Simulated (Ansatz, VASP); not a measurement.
## CdTe: VASP beside Ansatz

INCAR

```
  ALGO = Normal
  EDIFF = 1E-7
  ENCUT = 520
  GGA = PS
  ISIF = 2
  ISMEAR = 0
  LASPH = True
  LCHARG = False
  LREAL = False
  LWAVE = False
  NBANDS = 16
  NELM = 100
  PREC = Accurate
  SIGMA = 0.05
```

The input KPOINTS:

```
k-points
0
Gamma
  10 10 10
```

The input POSCAR:

```
CdTe
1.0
    0.0000000000      3.2445026194      3.2445026194
    3.2445026194      0.0000000000      3.2445026194
    3.2445026194      3.2445026194      0.0000000000
Cd Te
1 1
Direct
    0.0000000000      0.0000000000      0.0000000000
    0.2500000000      0.2500000000      0.2500000000
```

Input for Ansatz:

```yaml
crystal:
  lattice:
    - [0.0, 3.2445026194, 3.2445026194]
    - [3.2445026194, 0.0, 3.2445026194]
    - [3.2445026194, 3.2445026194, 0.0]
  atoms:
    - { symbol: Cd, position: [0.0, 0.0, 0.0] }
    - { symbol: Te, position: [0.25, 0.25, 0.25] }
basis:
  ecutwfc: 420
  ecutrho_ratio: 4
kpoints:
  mp_grid: { grid: [10, 10, 10] }
hamiltonian:
  xc: pbesol
scf:
  occupations: { method: gaussian, width: 0.05 }
output:
  forces: true
  stress: true
  eigenvalues: true
```

Alike in both runs: task single point; functional PBEsol; k mesh 10 × 10 × 10; occupations gaussian, width 0.05 eV; no spin polarisation.

|  | VASP | Ansatz |
| --- | --- | --- |
| version | VASP 6.6.1 | Ansatz 0.2.0 |
| potentials or method | VASP PAW PBE potentials, release 64 (Cd, Te), cutoff 520 eV | scalar-relativistic, plane waves, PAW |
| valence electrons in the cell | 18 | 36 |

Ansatz gave:

```
gap on the k mesh at the Fermi level (eV) : 0.65
least direct gap on the mesh (eV)         : 0.65
pressure (GPa)                            : 0.0
```

Task: Estimate VASP's values.

Result: gap on the k mesh at the Fermi level (eV): 0.65; least direct gap on the mesh (eV): 0.65; pressure (GPa): 0.2.

VASP's potentials were made for PBE, not for PBEsol. VASP's potentials hold 18 valence electrons a cell and Ansatz's 36, so a difference there can come from the potentials and not from the codes.

Neither program's run includes spin-orbit coupling.
